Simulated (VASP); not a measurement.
# Pb in VASP: notebook

Pb is run at these levels: PBE; tasks: single point.

Program: VASP 6.6.1. These are calculated values, not measurements. Logs are shortened: lines on timing, memory, paths and dates and some standing lists are left out, and cuts for length are marked.

## 1. The cell of the first run

The cell holds a slab with vacuum, 5 atoms: a = 3.563 Å, b = 3.563 Å, c = 27.637 Å, α = 90.00°, β = 90.00°, γ = 120.00°.

## 2. Single point, PBE

INCAR reads:

```
PREC     = Accurate       # precision mode
ENCUT    = 520            # plane-wave cutoff, eV
EDIFF    = 1E-6           # SCF threshold, eV
ISMEAR   = -1             # smearing method
SIGMA    = 0.08           # smearing width, eV
LREAL    = False          # projectors in reciprocal space
LASPH    = True           # aspherical terms in the spheres
NELM     = 100            # most SCF steps
ALGO     = Normal         # electronic algorithm
ISIF     = 2              # what is computed and relaxed
LWAVE    = False          # write WAVECAR
LCHARG   = False          # write CHGCAR
LDIPOL   = True         
IDIPOL   = 3            
DIPOL    = 0.5 0.5 0.500
GGA      = PE             # functional
NBANDS   = 43             # bands
```

KPOINTS reads:

```
regular mesh
0
Gamma
  12 12 1
```

POSCAR reads:

```
Pb
1.0
    3.5630884189      0.0000000000      0.0000000000
   -1.7815442094      3.0857250867      0.0000000000
    0.0000000000      0.0000000000     27.6370000000
Pb
5
Direct
    0.8333333330      0.1666666670      0.2894670544
    0.1666666670      0.8333333330      0.3947335269
    0.5000000000      0.5000000000      0.5000000000
    0.8333333330      0.1666666670      0.6052664731
    0.1666666670      0.8333333330      0.7105329456
```

Potentials or basis: VASP PAW PBE potentials, release 64 (Pb_d).

Command:

```
> cat potpaw_PBE.64/Pb_d/POTCAR > POTCAR
> mpirun -np 1 vasp_std > vasp.out
```

OUTCAR:

```text
PREC = Accurate
   ENCUT = 520
   EDIFF = 1E-6
   ISMEAR = -1
   LREAL = False
   LASPH = True
   NELM = 100
   ISIF = 2
   GGA = PE

 ion  position               nearest neighbor table
   1  0.833  0.167  0.289-   2 3.56   2 3.56   2 3.56
   2  0.167  0.833  0.395-   1 3.56   1 3.56   1 3.56   3 3.56   3 3.56   3 3.56
   3  0.500  0.500  0.500-   2 3.56   4 3.56   4 3.56   2 3.56   2 3.56   4 3.56
   4  0.833  0.167  0.605-   5 3.56   5 3.56   5 3.56   3 3.56   3 3.56   3 3.56
   5  0.167  0.833  0.711-   4 3.56   4 3.56   4 3.56

  LATTYP: Found a hexagonal cell.
 ALAT       =     3.5630884189
 C/A-ratio  =     7.7564732476

  Lattice vectors:

 A1 = (   3.5630884189,   0.0000000000,   0.0000000000)
 A2 = (  -1.7815442094,   3.0857250867,   0.0000000000)
 A3 = (   0.0000000000,   0.0000000000,  27.6370000000)

Analysis of symmetry for initial positions (statically):
=====================================================================
 Subroutine PRICEL returns:
 Original cell was already a primitive cell.

 Routine SETGRP: Setting up the symmetry group for a
 hexagonal supercell.

 Subroutine GETGRP returns: Found 12 space group operations
 (whereof  4 operations were pure point group operations)
 out of a pool of 24 trial point group operations.

The static configuration has the point symmetry C_2h.
 The point group associated with its full space group is D_3d.

Analysis of symmetry for dynamics (positions and initial velocities):
=====================================================================
 Subroutine PRICEL returns:
 Original cell was already a primitive cell.

 Routine SETGRP: Setting up the symmetry group for a
 hexagonal supercell.

 Subroutine GETGRP returns: Found 12 space group operations
 (whereof  4 operations were pure point group operations)
 out of a pool of 24 trial point group operations.

The dynamic configuration has the point symmetry C_2h.
 The point group associated with its full space group is D_3d.

 Subroutine INISYM returns: Found 12 space group operations
 (whereof  4 operations are pure point group operations),
 and found     1 'primitive' translations

----------------------------------------------------------------------------------------

                                     Primitive cell

  volume of cell :     303.8608

  direct lattice vectors                    reciprocal lattice vectors
     3.563088419  0.000000000  0.000000000     0.280655398  0.162036470  0.000000000
    -1.781544209  3.085725087  0.000000000     0.000000000  0.324072940  0.000000000
     0.000000000  0.000000000 27.637000000     0.000000000  0.000000000  0.036183377
[... 95 lines left out ...]
   NELECT =      70.0000    total number of electrons
   NUPDOWN=      -1.0000    fix difference up-down
   EMIN   =  10.00;   EMAX   =-10.00  energy-range for DOS
   EFERMI =   0.00;   METHOD = LEGACY
   ISMEAR =    -1;   SIGMA  =   0.08  broadening in eV -4-tet -1-fermi 0-gaus
   EFERMI_NEDOS =   21; number of points for ismear=-14 and -15
   IALGO  =     38    algorithm
   IMIX   =      4    mixing-type and parameters
     AMIX     =   0.40;   BMIX     =  1.00
     AMIX_MAG =   1.60;   BMIX_MAG =  1.00
  volume/ion in A,a.u.               =      60.77       410.11
  Fermi-wavevector in a.u.,A,eV,Ry     =   1.003574  1.896479 13.703246  1.007160
  Thomas-Fermi vector in A             =   2.136134
   LORBIT       =      0    0 simple, 1 ext, 2 COOP (PROOUT), +10 PAW based schemes
   GGA     = PE    functional components
   LHFCALC =     F    Hartree Fock is set to
   AEXX    =    0.0000 exact exchange contribution
   IVDW    =     0    specifies the selected vdW correction
   LEPSILON=     F    determine dielectric tensor
   LRPA    =     F    only Hartree local field effects (RPA)
 non-spin polarized calculation
  energy-cutoff  :      520.00
  volume of cell :      303.86
 maximum number of plane-waves:      8271
 NGX is ok and might be reduce to    28
   NGX = 13   NGY = 13   NGZ =103

 dipolmoment           0.000000      0.000000     -0.000000 electrons x Angstroem

 number of electron      70.0000006 magnetization

 dipolmoment           0.000000      0.000000      0.000000 electrons x Angstroem

 Free energy of the ion-electron system (eV)
  ---------------------------------------------------
  ext. energy  EPLUGINS =         0.00000000
  ---------------------------------------------------
  free energy    TOTEN  =       -17.41321188 eV

  energy without entropy =      -17.33850203  energy(sigma->0) =      -17.37585696

 E-fermi :   1.8116     XC(G=0):  -5.7817

 val. band max:        1.8054451849   @ k =   0.0833   0.0833   0.0000
 cond. band min:       1.8431993222   @ k =   0.2500   0.0833   0.0000
 fundamental gap:      0.0377541373
 Fermi energy:         1.8116424104

 k-point     1 :       0.0000    0.0000    0.0000
  band No.  band energies     occupation
      1     -15.3264      2.00000
      2     -15.3251      2.00000
      3     -15.3218      2.00000
      4     -15.2989      2.00000
      5     -15.2989      2.00000
      6     -15.2635      2.00000
[... 863 lines left out ...]
     42       3.8842      0.00000
     43       4.4402      0.00000

------------------------ aborting loop because EDIFF is reached ----------------------------------------

 vacuum level on the upper side and lower side of the slab       (xc-potential included)        -0.137        -0.137

  FORCE on cell =-STRESS in cart. coord.  units (eV):
  Direction    XX          YY          ZZ          XY          YZ          ZX
  --------------------------------------------------------------------------------------
  -------------------------------------------------------------------------------------
  Total       -1.1561614     -1.1561614     -0.9026051     -0.0000000     -0.0000000     -0.0000000
  in kB       -6.0961315     -6.0961315     -4.7591967     -0.0000000     -0.0000000     -0.0000000
  external PRESSURE =      -5.6504866 kB  Pullay stress =       0.0000000 kB

 VOLUME and BASIS-vectors are now :
 -----------------------------------------------------------------------------
  energy-cutoff  :      520.00
  volume of cell :      303.86
      direct lattice vectors                 reciprocal lattice vectors
     3.563088419  0.000000000  0.000000000     0.280655398  0.162036470  0.000000000
    -1.781544209  3.085725087  0.000000000     0.000000000  0.324072940  0.000000000
     0.000000000  0.000000000 27.637000000     0.000000000  0.000000000  0.036183377

 POSITION                                       TOTAL-FORCE (eV/Angst)
 -----------------------------------------------------------------------------------
      2.67232      0.51429      8.00000         0.000000     -0.000000      0.175629
     -0.89077      2.57144     10.90925        -0.000000      0.000000     -0.209199
      0.89077      1.54286     13.81850        -0.000000     -0.000000      0.000000
      2.67232      0.51429     16.72775         0.000000     -0.000000      0.209199
     -0.89077      2.57144     19.63700         0.000000      0.000000     -0.175629
 -----------------------------------------------------------------------------------
    total drift:                                0.000007     -0.000004      0.000000

  FREE ENERGIE OF THE ION-ELECTRON SYSTEM (eV)
  ---------------------------------------------------
  free  energy   TOTEN  =       -17.4132118845 eV

  energy  without entropy=      -17.3385020345  energy(sigma->0) =      -17.37585696

 vacuum level on the upper side and lower side of the slab         5.425         5.425
```

stdout:

```text
POSCAR found type information on POSCAR Pb
 POSCAR found :  1 types and       5 ions
 scaLAPACK will be used
 LDA part: xc-table for (Slater+PW92), standard interpolation
 POSCAR, INCAR and KPOINTS ok, starting setup
 FFT: planning ... GRIDC
 FFT: planning ... GRID_SOFT
 FFT: planning ... GRID
 WAVECAR not read
 entering main loop
```

Wall time 14 min (1 thread of Intel Xeon 8259CL, shared host); peak memory 0.5 GiB.

What came out:

```
Free energy            : -17.4132 eV
Largest force          : 0.209 eV/Å
Band gap on the k mesh : zero (bands 35 and 36 overlap by 4.77 eV)
```

Forces in eV/Å, atoms in the order of the input:
```
Pb   0.000  0.000  0.176
Pb   0.000  0.000 -0.209
Pb   0.000  0.000  0.000
Pb   0.000  0.000  0.209
Pb   0.000  0.000 -0.176
```

Caveat: spin-orbit coupling is left out, which moves the levels of the heavy elements.

## 3. Single point, PBE

INCAR reads:

```
SYSTEM = Pb
PREC = Accurate
ENCUT = 520
EDIFF = 1E-7
ISMEAR = -1
SIGMA = 0.08
LREAL = .False.
LASPH = .True.
NELM = 60
ALGO = Normal
ISIF = 2
LWAVE = .False.
LCHARG = .False.
LDIPOL = .True.
IDIPOL = 3
DIPOL = 0.5 0.5 0.500
GGA = PE
EFIELD = -0.5
NBANDS = 43
```

KPOINTS reads:

```
Automatic mesh
0
Gamma
  12 12 1
  0 0 0
```

POSCAR reads:

```
Pb
1.0
    3.5630884189      0.0000000000      0.0000000000
   -1.7815442094      3.0857250867      0.0000000000
    0.0000000000      0.0000000000     27.6370000000
Pb
5
Direct
    0.8333333333      0.1666666667      0.2958165965
    0.1666666667      0.8333333333      0.3943969012
    0.5000000000      0.5000000000      0.5000000014
    0.8333333333      0.1666666667      0.6056030995
    0.1666666667      0.8333333333      0.7041834014
```

Potentials or basis: VASP PAW PBE potentials, release 64 (Pb_d).

Command:

```
> cat potpaw_PBE.64/Pb_d/POTCAR > POTCAR
> mpirun -np 1 vasp_std > vasp.out
```

Run time: 8.1 min. Hardware: 1 thread of AMD EPYC 9R45 (Zen 5), shared host; peak memory 0.46 GiB.

The run converged. Its results:

| Item | Value |
| --- | --- |
| Free energy | -17.5626 eV |
| Largest force | 0.018 eV/Å |
| Band gap on the k mesh | zero (bands 35 and 36 overlap by 3.94 eV) |

Forces in eV/Å, atoms in the order of the input:
```
Pb   0.000  0.000  0.002
Pb   0.000  0.000 -0.018
Pb   0.000  0.000  0.006
Pb   0.000  0.000 -0.008
Pb   0.000  0.000  0.017
```

Levels at points of the mesh, in eV from the Fermi level:
| k point | band 33 | band 34 | band 35 | band 36 | band 37 | band 38 |
| --- | --- | --- | --- | --- | --- | --- |
| (0.00, 0.00, 0.00) | 0.00 | 1.64 | 2.32 | 3.46 | 4.55 | 5.24 |
| (0.50, 0.00, 0.00) | -2.84 | -2.38 | -2.20 | 0.74 | 0.95 | 1.61 |

Caveat: spin-orbit coupling is left out, which moves the levels of the heavy elements.

[end of part 1 of 2]

The gap in the log of VASP goes by the Fermi energy; the results here count the filled bands.